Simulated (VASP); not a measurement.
Na12H7C2N, 22 atoms in the cell. The cell holds a slab with vacuum, 22 atoms: a = 7.063 Å, b = 7.063 Å, c = 25.334 Å, α = 90.00°, β = 90.00°, γ = 109.47°. 

- Program: VASP 6.6.1
- Task: single point
- Functional: PBE
- Dispersion: D3(BJ)
- Potentials or basis: VASP PAW PBE potentials, release 64 (Na_pv, C, N, H)
- Cutoff: 520 eV
- k mesh: 3 × 3 × 1
- Occupations: gaussian, width 0.1 eV
- Spin: no spin polarisation
- Dipole correction: yes
- Further INCAR settings: LREAL = Auto; ALGO = Normal; EDIFF = 1e-06; NBANDS = 69

Potentials or basis: VASP PAW PBE potentials, release 64 (Na_pv, C, N, H).

The run is started by

```bash
$ cat potpaw_PBE.64/Na_pv/POTCAR potpaw_PBE.64/C/POTCAR potpaw_PBE.64/N/POTCAR potpaw_PBE.64/H/POTCAR > POTCAR
$ mpirun -np 1 vasp_std > vasp.out
```

Hardware: 1 thread of Intel(R) Xeon(R) 6975P-C (Granite Rapids) (shared host).

Question: Estimate the wall time of this run.

Answer: Wall time 10 min on 1 thread of Intel(R) Xeon(R) 6975P-C (Granite Rapids) (shared host), peak memory 1.2 GiB. Counts: scf iterations 24, k points 5.
